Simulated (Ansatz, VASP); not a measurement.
## Si2Ni: VASP beside Ansatz

```
CELL_PARAMETERS angstrom
0.00000 2.48005 2.58788
2.48005 0.00000 2.58788
2.48005 2.48005 0.00000
ATOMIC_POSITIONS crystal
Si 0.25000 0.25000 0.25000
Si 0.75000 0.75000 0.75000
Ni 0.00000 0.00000 0.00000
```

Change from the starting cell: strain -0.080 along x and y, -0.040 along z, atoms carried along.

Alike in both runs: task single point; functional PBEsol; k mesh 16 × 16 × 16; occupations gaussian, width 0.15 eV; no spin polarisation.

|  | VASP | Ansatz |
| --- | --- | --- |
| version | VASP 6.6.1 | Ansatz 0.2.0 |
| potentials or method | VASP PAW PBE potentials, release 64 (Si, Ni), cutoff 520 eV | scalar-relativistic, plane waves, PAW |
| valence electrons in the cell | 18 | 26 |

Ansatz gave:

```
gap on the k mesh at the Fermi level (eV)                     : none
pressure (GPa)                                                : 53.5
traceless stress, the component that is largest in VASP (GPa) : -2.73
```

Q: Which values does VASP return?

A: gap on the k mesh at the Fermi level (eV): none; pressure (GPa): 53.4; traceless stress, the component that is largest in VASP (GPa): -2.73.

VASP's potentials were made for PBE, not for PBEsol. A gap of «none» marks a metal or a gap that the smearing closes. Both programs put the cell under a high pressure, so it lies far from rest at this level. With one functional, cell and mesh, what is left measures potentials, basis and numerics. VASP's potentials hold 18 valence electrons a cell and Ansatz's 26, so a difference there can come from the potentials and not from the codes.
